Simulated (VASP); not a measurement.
Sr: single point with LDA

Crystal: Sr.

```
CELL_PARAMETERS angstrom
0.00000 3.06250 3.06250
3.06250 0.00000 3.06250
3.06250 3.06250 0.00000
ATOMIC_POSITIONS crystal
Sr 0.00000 0.00000 0.00000
```

This cell differs from its parent crystal: volume scaled by 1.02.

- Program: VASP 6.6.1
- Task: single point
- Functional: LDA
- Potentials or basis: VASP PAW LDA potentials, release 64 (Sr_sv)
- Cutoff: 520 eV
- k mesh: 8 × 8 × 8
- Occupations: fermi-dirac, width 0.02 eV
- Spin: no spin polarisation

- Pressure: -1.8 GPa
- Band gap on the k mesh: zero (band 5 reaches 1.37 eV, above the bottom of band 6 at 1.31 eV)

Levels at points of the mesh, in eV from the Fermi level:
| k point | band 1 | band 2 | band 3 | band 4 | band 5 | band 6 | band 7 | band 8 | band 9 | band 10 |
| --- | --- | --- | --- | --- | --- | --- | --- | --- | --- | --- |
| (0.00, 0.00, 0.00) | -36.56 | -18.55 | -18.55 | -18.55 | -3.61 | 2.17 | 2.17 | 2.17 | 3.56 | 3.56 |
| (0.50, 0.00, 0.00) | -36.55 | -18.72 | -18.58 | -18.58 | -1.17 | 0.07 | 2.04 | 2.04 | 4.55 | 4.55 |
| (0.50, 0.50, 0.00) | -36.55 | -18.71 | -18.62 | -18.62 | -0.63 | 0.31 | 0.99 | 4.55 | 4.83 | 4.83 |

It took 18 s on 1 thread of Intel Xeon 8259CL, with other jobs on the host, peak memory 0.16 GiB.
